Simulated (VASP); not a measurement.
A run of VASP 6.6.1:

The input INCAR:

```
SYSTEM = SiB5
PREC = Accurate ; ENCUT = 500
EDIFF = 1E-6 ; ISMEAR = 0
SIGMA = 0.2 ; LREAL = .False.
LASPH = .True. ; NELM = 120
ALGO = Normal ; ISIF = 2
LWAVE = .False. ; LCHARG = .False.
GGA = PE ; NBANDS = 18
GGA_COMPAT = .False.
```

KPOINTS

```
Automatic mesh
0
Gamma
  6 6 3
  0 0 0
```

POSCAR

```
SiB5
1.0
    2.8856802244      0.0000000000      0.0000000000
   -1.4428401122      2.4990723816      0.0000000000
    0.0000000000      0.0000000000      6.8725121527
Si B
1 5
Direct
    0.0000000000      0.0000000000      0.0660426631
    0.6666666667      0.3333333333      0.5148250369
    0.3333333333      0.6666666667      0.6390293495
    0.0000000000      0.0000000000      0.3766962719
    0.6666666667      0.3333333333      0.2739503945
    0.3333333333      0.6666666667      0.8794562841
```

Potentials or basis: VASP PAW PBE potentials, release 64 (Si, B).

Command:

```console
$ cat potpaw_PBE.64/Si/POTCAR potpaw_PBE.64/B/POTCAR > POTCAR
$ mpirun -np 1 vasp_std > vasp.out
```

Hardware: 1 thread of Intel(R) Xeon(R) 6975P-C (Granite Rapids) (shared host).

Task: How long does it take, and how much memory?

Result: It took 7.4 s on 1 thread of Intel(R) Xeon(R) 6975P-C (Granite Rapids), with other jobs on the host, peak memory 0.16 GiB. Counts: scf iterations 14, k points 17.
